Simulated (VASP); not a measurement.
KTaO3:

```
Ta K O
1.0
     3.98830    0.00000    0.00000
     0.00000    3.98830    0.00000
     0.00000    0.00000    3.98830
Ta K O
1 1 3
Cartesian
  0.0000 0.0000 0.0000
  1.9942 1.9942 1.9942
  0.0000 0.0000 1.9942
  0.0000 1.9942 0.0000
  1.9942 0.0000 0.0000
```

- Program: VASP 6.6.1
- Task: relaxation of cell and atoms
- Functional: BLYP
- Dispersion: D4
- Potentials or basis: VASP PAW PBE potentials, release 64 (Ta_pv, K_sv, O)
- Cutoff: 600 eV
- k mesh: 7 × 7 × 7
- Occupations: fermi-dirac, width 0.05 eV
- Spin: no spin polarisation

At the start: pressure 7.5 GPa; volume 12.69 Å³/atom.

Q: Where does the relaxation end?

A: Over 3 steps the energy falls by 10.8 meV/atom and the volume is 13.17 Å³/atom (+3.8 %); space group Pm-3m (No. 221, to 0.05 Å).

Step by step:
| step | energy change (eV) | largest force (eV/Å) | pressure (GPa) | volume (Å³) |
| --- | --- | --- | --- | --- |
| 1 | 0.0000 | 0.0000 | 7.48 | 63.44 |
| 2 | 0.0274 | 0.0000 | -7.87 | 69.03 |
| 3 | -0.0542 | 0.0000 | -0.08 | 65.87 |

Final structure:
```
Ta K O
1.0
     4.03860    0.00000    0.00000
     0.00000    4.03860    0.00000
     0.00000    0.00000    4.03860
Ta K O
1 1 3
Cartesian
  0.0000 0.0000 0.0000
  2.0193 2.0193 2.0193
  0.0000 0.0000 2.0193
  0.0000 2.0193 0.0000
  2.0193 0.0000 0.0000
```

Caveat: the PAW data sets were made with another functional, which shifts forces and pressure a little.
